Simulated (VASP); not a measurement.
# CuO2 (Pmmm) in VASP: single point with PBE+U

Aim: the single point of CuO2 with PBE+U.

All numbers are computed with VASP 6.6.1; they aren't measurements. Logs are shortened: lines on timing, memory, paths and dates and some standing lists are left out, and cuts for length are marked.

## (1) The cell of the first run

It takes space group Pmmm (No. 47, orthorhombic). The conventional cell has a = 2.421 Å, b = 6.446 Å, c = 7.067 Å, α = 90.00°, β = 90.00°, γ = 90.00°. Within 3.2 Å of Cu (site symmetry mmm) lie 2 Cu at 2.42 Å and 2 O at 2.91 Å. Within 1.7 Å of O (site symmetry mm2) lie 1 O at 1.24 Å.

## (2) Single point, PBE+U, collinear spin, ferromagnetic start

INCAR reads:

```
SYSTEM = CuO2
  PREC = Accurate
  ENCUT = 520
  EDIFF = 1E-6
  ISMEAR = 0
  SIGMA = 0.05
  LREAL = .FALSE.
  LASPH = .TRUE.
  NELM = 150
  ALGO = Normal
  ISIF = 2
  LWAVE = .FALSE.
  LCHARG = .TRUE.
  ISPIN = 2
  MAGMOM = 0 1 1
  LORBIT = 11
  LMAXMIX = 4
  LDAU = .TRUE.
  LDAUTYPE = 2
  LDAUL = 2 -1
  LDAUU = 4 0
  LDAUJ = 0 0
  LDAUPRINT = 1
  GGA = PE
  LVHAR = .TRUE.
  NBANDS = 22
  KPAR = 4
```

KPOINTS reads:

```
regular mesh
0
G
  18 8 6
  0 0 0
```

POSCAR reads:

```
CuO2
1.0
    2.4212910000      0.0000000000      0.0000000000
    0.0000000000      6.4459520000      0.0000000000
    0.0000000000      0.0000000000      7.0670430000
Cu O
1 2
Direct
    0.0000000000      0.5000000000      0.0000000000
    0.0000000000      0.5000000000      0.4124350000
    0.0000000000      0.5000000000      0.5875650000
```

Potentials or basis: VASP PAW PBE potentials, release 64 (Cu, O).

The run is started by

```
$ cat potpaw_PBE.64/Cu/POTCAR potpaw_PBE.64/O/POTCAR > POTCAR
$ mpirun -np 4 vasp_std > vasp.out
```

OUTCAR:

```text
SYSTEM = CuO2
   PREC = Accurate
   ENCUT = 520
   EDIFF = 1E-6
   ISMEAR = 0
   LREAL = .FALSE.
   LASPH = .TRUE.
   NELM = 150
   ISIF = 2
   ISPIN = 2
   LORBIT = 11
   GGA = PE

 ion  position               nearest neighbor table
   1  0.000  0.500  0.000-
   2  0.000  0.500  0.412-   3 1.24
   3  0.000  0.500  0.588-   2 1.24

  LATTYP: Found a simple orthorhombic cell.
 ALAT       =     2.4212910000
 B/A-ratio  =     2.6621963242
 C/A-ratio  =     2.9187086558

  Lattice vectors:

 A1 = (   2.4212910000,   0.0000000000,   0.0000000000)
 A2 = (   0.0000000000,   6.4459520000,   0.0000000000)
 A3 = (   0.0000000000,   0.0000000000,   7.0670430000)

Analysis of symmetry for initial positions (statically):
=====================================================================
 Subroutine PRICEL returns:
 Original cell was already a primitive cell.

 Routine SETGRP: Setting up the symmetry group for a
 simple orthorhombic supercell.

 Subroutine GETGRP returns: Found  8 space group operations
 (whereof  8 operations were pure point group operations)
 out of a pool of  8 trial point group operations.

The static configuration has the point symmetry D_2h.

Analysis of symmetry for dynamics (positions and initial velocities):
=====================================================================
 Subroutine PRICEL returns:
 Original cell was already a primitive cell.

 Routine SETGRP: Setting up the symmetry group for a
 simple orthorhombic supercell.

 Subroutine GETGRP returns: Found  8 space group operations
 (whereof  8 operations were pure point group operations)
 out of a pool of  8 trial point group operations.

The dynamic configuration has the point symmetry D_2h.

Analysis of structural, dynamic, and magnetic symmetry:
=====================================================================
 Subroutine PRICEL returns:
 Original cell was already a primitive cell.

 Routine SETGRP: Setting up the symmetry group for a
 simple orthorhombic supercell.

 Subroutine GETGRP returns: Found  8 space group operations
 (whereof  8 operations were pure point group operations)
 out of a pool of  8 trial point group operations.

The overall configuration has the point symmetry D_2h.

 Subroutine INISYM returns: Found  8 space group operations
 (whereof  8 operations are pure point group operations),
 and found     1 'primitive' translations

----------------------------------------------------------------------------------------

                                     Primitive cell

  volume of cell :     110.2991

  direct lattice vectors                    reciprocal lattice vectors
     2.421291000  0.000000000  0.000000000     0.413002815  0.000000000  0.000000000
     0.000000000  6.445952000  0.000000000     0.000000000  0.155136123  0.000000000
     0.000000000  0.000000000  7.067043000     0.000000000  0.000000000  0.141501898

  length of vectors
     2.421291000  6.445952000  7.067043000     0.413002815  0.155136123  0.141501898

  position of ions in fractional coordinates (direct lattice)
     0.000000000  0.500000000  0.000000000
     0.000000000  0.500000000  0.412435000
     0.000000000  0.500000000  0.587565000

  ion indices of the primitive-cell ions
   primitive index   ion index
                 1           1
                 2           2
                 3           3

----------------------------------------------------------------------------------------

 KPOINTS: regular mesh

Automatic generation of k-mesh.
 Grid dimensions read from file:
 generate k-points for:   18    8    6

 Generating k-lattice:

  Cartesian coordinates                     Fractional coordinates (reciprocal lattice)
     0.022944601  0.000000000  0.000000000     0.055555556  0.000000000  0.000000000
     0.000000000  0.019392015  0.000000000     0.000000000  0.125000000  0.000000000
     0.000000000  0.000000000  0.023583650     0.000000000  0.000000000  0.166666667

  Length of vectors
     0.022944601  0.019392015  0.023583650

  Shift w.r.t. Gamma in fractional coordinates (k-lattice)
     0.000000000  0.000000000  0.000000000

 Subroutine IBZKPT returns following result:
 ===========================================

 Found    200 irreducible k-points:

 Following reciprocal coordinates:
            Coordinates               Weight
  0.000000  0.000000  0.000000      1.000000
  0.055556  0.000000  0.000000      2.000000
  0.111111  0.000000  0.000000      2.000000
  0.166667  0.000000  0.000000      2.000000
  0.222222  0.000000  0.000000      2.000000
  0.277778  0.000000  0.000000      2.000000
[... 16 lines left out ...]
  0.111111  0.250000  0.000000      4.000000
  0.166667  0.250000  0.000000      4.000000
 [... further k-points ...]
   k-points           NKPTS =    200   k-points in BZ     NKDIM =    200   number of bands    NBANDS=     22
   number of dos      NEDOS =    301   number of ions     NIONS =      3
   total plane-waves  NPLWV =  46656
   dimension x,y,z NGX =    18 NGY =   48 NGZ =   54
   dimension x,y,z NGXF=    36 NGYF=   96 NGZF=  108
   ions per type =               1   2
   NGX,Y,Z   is equivalent  to a cutoff of  12.36, 12.38, 12.70 a.u.
   NGXF,Y,Z  is equivalent  to a cutoff of  24.72, 24.76, 25.41 a.u.
 SYSTEM =  CuO2
   PREC   = accura    normal or accurate (medium, high low for compatibility)
   ISTART =      0    job   : 0-new  1-cont  2-samecut
   ICHARG =      2    charge: 1-file 2-atom 10-const
   ISPIN  =      2    spin polarized calculation?
   LNONCOLLINEAR =      F non collinear calculations
   LSORBIT =      F    spin-orbit coupling
   LASPH  =      T    aspherical Exc in radial PAW
   ENCUT  =  520.0 eV  38.22 Ry    6.18 a.u.   4.50 11.99 13.14*2*pi/ulx,y,z
   NELM   =    150;   NELMIN=  2; NELMDL= -5     # of ELM steps
   EDIFF  = 0.1E-05   stopping-criterion for ELM
   LREAL  =      F    real-space projection
   EDIFFG = 0.1E-04   stopping-criterion for IOM
   NSW    =      0    number of steps for IOM
   IBRION =     -1    ionic relax: 0-MD 1-quasi-New 2-CG
   NFREE  =      0    steps in history (QN), initial steepest desc. (CG)
   ISIF   =      2    stress and relaxation
   ISYM   =      2    0-nonsym 1-usesym 2-fastsym
   POTIM  = 0.5000    time-step for ionic-motion
   TEBEG  =    0.0;   TEEND  =   0.0 temperature during run
   PSTRESS=    0.0 pullay stress
   NELECT =      23.0000    total number of electrons
   NUPDOWN=      -1.0000    fix difference up-down
   EMIN   =  10.00;   EMAX   =-10.00  energy-range for DOS
   EFERMI =   0.00;   METHOD = LEGACY
   ISMEAR =     0;   SIGMA  =   0.05  broadening in eV -4-tet -1-fermi 0-gaus
   EFERMI_NEDOS =   21; number of points for ismear=-14 and -15
   IALGO  =     38    algorithm
   IMIX   =      4    mixing-type and parameters
     AMIX     =   0.40;   BMIX     =  1.00
     AMIX_MAG =   1.60;   BMIX_MAG =  1.00
  volume/ion in A,a.u.               =      36.77       248.11
  Fermi-wavevector in a.u.,A,eV,Ry     =   0.970793  1.834534 12.822674  0.942440
  Thomas-Fermi vector in A             =   2.100958
   LORBIT       =     11    0 simple, 1 ext, 2 COOP (PROOUT), +10 PAW based schemes
 LDA+U is selected, type is set to LDAUTYPE =  2
   angular momentum for each species LDAUL =     2   -1
   U (eV)           for each species LDAUU =   4.0  0.0
   J (eV)           for each species LDAUJ =   0.0  0.0
   GGA     = PE    functional components
   LHFCALC =     F    Hartree Fock is set to
   AEXX    =    0.0000 exact exchange contribution
   IVDW    =     0    specifies the selected vdW correction
   LEPSILON=     F    determine dielectric tensor
   LRPA    =     F    only Hartree local field effects (RPA)
 spin polarized calculation
 Gauss-broadening in eV      SIGMA  =   0.05
  energy-cutoff  :      520.00
  volume of cell :      110.30
 maximum number of plane-waves:      3020
   NGX =  9   NGY = 23   NGZ = 27

atom =   1  type =  1  l = 2

 onsite density matrix

spin component  1

  0.9471  0.0000 -0.0000  0.0000  0.0000
  0.0000  0.9573  0.0000  0.0000  0.0000
 -0.0000  0.0000  0.9516  0.0000  0.0104
  0.0000  0.0000  0.0000  0.9487  0.0000
  0.0000  0.0000  0.0104  0.0000  0.9403

spin component  2

  0.9455  0.0000  0.0000  0.0000  0.0000
  0.0000  0.9517  0.0000  0.0000  0.0000
  0.0000  0.0000  0.9541  0.0000  0.0074
  0.0000  0.0000  0.0000  0.9479  0.0000
  0.0000  0.0000  0.0074  0.0000  0.9431

 occupancies and eigenvectors

  o =  0.9341  v =  0.0000  0.0000 -0.5114  0.0000  0.8593  0.0000  0.0000  0.0000  0.0000  0.0000      0.0000  0.0000  0.0000  0.0000  0.0000  0.0000  0.0000  0.0000  0.0000  0.0000
  o =  0.9394  v =  0.0000  0.0000  0.0000  0.0000  0.0000  0.0000  0.0000  0.4516  0.0000 -0.8922      0.0000  0.0000  0.0000  0.0000  0.0000  0.0000  0.0000  0.0000  0.0000  0.0000
  o =  0.9455  v =  0.0000  0.0000  0.0000  0.0000  0.0000  1.0000  0.0000  0.0000  0.0000  0.0000      0.0000  0.0000  0.0000  0.0000  0.0000  0.0000  0.0000  0.0000  0.0000  0.0000
  o =  0.9471  v =  1.0000  0.0000  0.0000  0.0000  0.0000  0.0000  0.0000  0.0000  0.0000  0.0000      0.0000  0.0000  0.0000  0.0000  0.0000  0.0000  0.0000  0.0000  0.0000  0.0000
  o =  0.9479  v =  0.0000  0.0000  0.0000  0.0000  0.0000  0.0000  0.0000  0.0000  1.0000  0.0000      0.0000  0.0000  0.0000  0.0000  0.0000  0.0000  0.0000  0.0000  0.0000  0.0000
  o =  0.9487  v =  0.0000 -0.0000 -0.0000  1.0000 -0.0000  0.0000  0.0000  0.0000  0.0000  0.0000      0.0000  0.0000  0.0000  0.0000  0.0000  0.0000  0.0000  0.0000  0.0000  0.0000
  o =  0.9517  v =  0.0000  0.0000  0.0000  0.0000  0.0000  0.0000 -1.0000 -0.0000  0.0000 -0.0000      0.0000  0.0000  0.0000  0.0000  0.0000  0.0000  0.0000  0.0000  0.0000  0.0000
  o =  0.9573  v =  0.0000 -1.0000 -0.0000 -0.0000 -0.0000  0.0000  0.0000  0.0000  0.0000  0.0000      0.0000  0.0000  0.0000  0.0000  0.0000  0.0000  0.0000  0.0000  0.0000  0.0000
  o =  0.9578  v =  0.0000  0.0000 -0.8593  0.0000 -0.5114  0.0000  0.0000  0.0000  0.0000  0.0000      0.0000  0.0000  0.0000  0.0000  0.0000  0.0000  0.0000  0.0000  0.0000  0.0000
  o =  0.9578  v =  0.0000  0.0000  0.0000  0.0000  0.0000  0.0000 -0.0000  0.8922  0.0000  0.4516      0.0000  0.0000  0.0000  0.0000  0.0000  0.0000  0.0000  0.0000  0.0000  0.0000

 number of electron      22.9999997 magnetization       1.0191887

 Free energy of the ion-electron system (eV)
  ---------------------------------------------------
  ext. energy  EPLUGINS =         0.00000000
  ---------------------------------------------------
  free energy    TOTEN  =       -10.35860845 eV

  energy without entropy =      -10.35781962  energy(sigma->0) =      -10.35821403

 E-fermi :  -2.6446     XC(G=0):  -5.0537

 val. band max:       -2.6662108954   @ k =   0.2222   0.1250   0.0000
 cond. band min:      -2.6441959693   @ k =   0.2222   0.2500   0.0000
 fundamental gap:      0.0220149261
 Fermi energy:        -2.6446083311

 spin component 1

 k-point     1 :       0.0000    0.0000    0.0000
  band No.  band energies     occupation
      1     -29.5404      1.00000
      2     -17.8849      1.00000
      3     -10.8070      1.00000
      4     -10.5835      1.00000
      5      -7.6998      1.00000
      6      -5.8306      1.00000
[... 574 lines left out ...]
      6      -5.1454      1.00000
[... 14 lines left out ...]
     21       8.6760      0.00000
     22      10.4141      0.00000

 [... further k-points ...]

 spin component 2

 k-point     1 :       0.0000    0.0000    0.0000
  band No.  band energies     occupation
      1     -28.8988      1.00000
      2     -16.9571      1.00000
      3     -10.3726      1.00000
      4      -9.0749      1.00000
      5      -7.2025      1.00000
      6      -5.8770      1.00000
[... 574 lines left out ...]
      6      -5.1911      1.00000
[... 14 lines left out ...]
     21       8.8428      0.00000
     22      10.4735      0.00000

 [... further k-points ...]

------------------------ aborting loop because EDIFF is reached ----------------------------------------

  FORCE on cell =-STRESS in cart. coord.  units (eV):
  Direction    XX          YY          ZZ          XY          YZ          ZX
  --------------------------------------------------------------------------------------
  -------------------------------------------------------------------------------------
  Total       -0.5107053     -0.0803054      0.5689280     -0.0000000      0.0000000      0.0000000
  in kB       -7.4183811     -1.1664969      8.2641097     -0.0000000      0.0000000      0.0000000
  external PRESSURE =      -0.1069227 kB  Pullay stress =       0.0000000 kB

 VOLUME and BASIS-vectors are now :
 -----------------------------------------------------------------------------
  energy-cutoff  :      520.00
  volume of cell :      110.30
      direct lattice vectors                 reciprocal lattice vectors
     2.421291000  0.000000000  0.000000000     0.413002815  0.000000000  0.000000000
     0.000000000  6.445952000  0.000000000     0.000000000  0.155136123  0.000000000
     0.000000000  0.000000000  7.067043000     0.000000000  0.000000000  0.141501898

 POSITION                                       TOTAL-FORCE (eV/Angst)
 -----------------------------------------------------------------------------------
      0.00000      3.22298      0.00000         0.000000      0.000000      0.000000
      0.00000      3.22298      2.91470         0.000000      0.000000     -0.266463
      0.00000      3.22298      4.15235         0.000000      0.000000      0.266463
 -----------------------------------------------------------------------------------
    total drift:                                0.000000      0.000000      0.000000

  FREE ENERGIE OF THE ION-ELECTRON SYSTEM (eV)
  ---------------------------------------------------
  free  energy   TOTEN  =       -10.3586084450 eV

  energy  without entropy=      -10.3578196207  energy(sigma->0) =      -10.35821403

 total charge

# of ion       s       p       d       tot
------------------------------------------
    1        0.394   0.055   9.466   9.915
    2        1.615   3.280   0.000   4.895
    3        1.615   3.280   0.000   4.895
--------------------------------------------------
tot          3.624   6.615   9.466  19.705

 magnetization (x)

# of ion       s       p       d       tot
------------------------------------------
    1       -0.024  -0.003   0.003  -0.025
    2        0.005   0.431   0.000   0.437
    3        0.005   0.431   0.000   0.437
--------------------------------------------------
tot         -0.013   0.860   0.003   0.849
```

Wall time 5.9 min (4 MPI ranks of Oxide Virtual Turin-like, shared host); peak memory 0.74 GiB.

Results:

- Free energy: -10.3586 eV
- Pressure: 0.0 GPa
- Largest force: 0.266 eV/Å
- Band gap on the k mesh: zero (filled and empty bands overlap)
- Net moment: 1.02 μB per cell
- Site moments: Cu -0.03; O +0.44 μB
- Valence electrons inside the program's atomic spheres: Cu 9.91; O 4.89

Forces on the atoms (eV/Å):
```
Cu   0.000  0.000  0.000
O    0.000  0.000 -0.266
O    0.000  0.000  0.266
```

Stress tensor (GPa, compression positive):
```
-0.74  0.00  0.00
 0.00 -0.12  0.00
 0.00  0.00  0.83
```

Eigenvalues of the final occupation matrices:
| site | spin | trace | eigenvalues |
| --- | --- | --- | --- |
| site 1 d | 1 | 4.75 | 0.93 0.95 0.95 0.96 0.96 |
| site 1 d | 2 | 4.74 | 0.94 0.95 0.95 0.95 0.96 |

Caveat: the standard files for N, O and F lose accuracy on very short bonds; a cell with one magnetic atom can't hold antiferromagnetic order, which such compounds often take. The state reached can hang on the start; a lower one may exist.

The gap in the log of VASP goes by the Fermi energy; the results here count the filled bands.